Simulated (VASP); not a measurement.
# NiO: single point with PBE+U

NiO:

```
Ni O
1.0
    -3.95221   -0.10207    3.73581
     0.08542    1.95797    1.90229
    -2.08733    2.03480   -0.16226
Ni O
2 2
Cartesian
  -4.3517 1.6238 2.7390
  -6.4446 1.5797 4.6503
  -6.3429 3.5456 4.7374
  -8.4525 3.5089 6.4589
```

```
Program             : VASP 6.6.1
Task                : single point
Functional          : PBE
Potentials or basis : VASP PAW PBE potentials, release 64 (Ni_sv_GW, O)
Cutoff              : 600 eV
k mesh              : 3 × 3 × 3
Occupations         : fermi-dirac, width 0.15 eV
Spin                : collinear spin, antiferromagnetic start
Starting moments    : [1.6, -1.6, 0.0, 0.0] μB
Hubbard terms       : Ni d U = 6.0 eV
```

The pressure is 39.4 GPa and the largest force is 2.977 eV/Å. The band gap on the k mesh is 3.12 eV. The net moment is 0.00 μB per cell and the site moments are Ni +1.68, -1.68; O -0.01, +0.01 μB. The valence electrons inside the program's atomic spheres are Ni 16.25, 16.29; O 5.09, 5.12.

Forces in eV/Å, atoms in the order of the input:
```
Ni  -1.328 -0.810  1.713
Ni   0.777 -0.166  1.540
O   -0.204  0.692 -2.888
O    0.754  0.285 -0.366
```

Stress tensor (GPa, compression positive):
```
26.43  1.46 -7.96
 1.46 33.37  6.88
-7.96  6.88 58.34
```

Levels at points of the mesh, in eV from the valence-band top:
Spin up:
```csv
k point,band 22,band 23,band 24,band 25,band 26,band 27
"(0.00, 0.00, 0.00)",-1.48,-1.07,-0.86,3.12,4.22,4.83
```
Spin down:
```
           k point  band 20  band 21  band 22  band 23  band 24  band 25  band 26  band 27  band 28  band 29
(0.00, 0.00, 0.00)    -1.89    -1.61    -1.31    -1.21    -0.58     3.42     4.19     4.43     6.72    12.50
```

Eigenvalues of the final occupation matrices:
```
    site  spin  trace               eigenvalues
site 1 d     1   4.74  0.94 0.94 0.94 0.97 0.97
site 1 d     2   3.06  0.14 0.14 0.93 0.93 0.93
site 2 d     1   3.07  0.11 0.17 0.93 0.93 0.93
site 2 d     2   4.74  0.93 0.94 0.94 0.96 0.97
```

Wall time 82 s on 1 thread of Intel(R) Xeon(R) Platinum 8488C (Sapphire Rapids) (shared host), peak memory 0.21 GiB.

Caveat: the k points lie up to 0.89 Å⁻¹ apart; forces of over 1 eV/Å act on the atoms, so gaps and moduli don't describe the material at rest. A k mesh can miss the band edges.
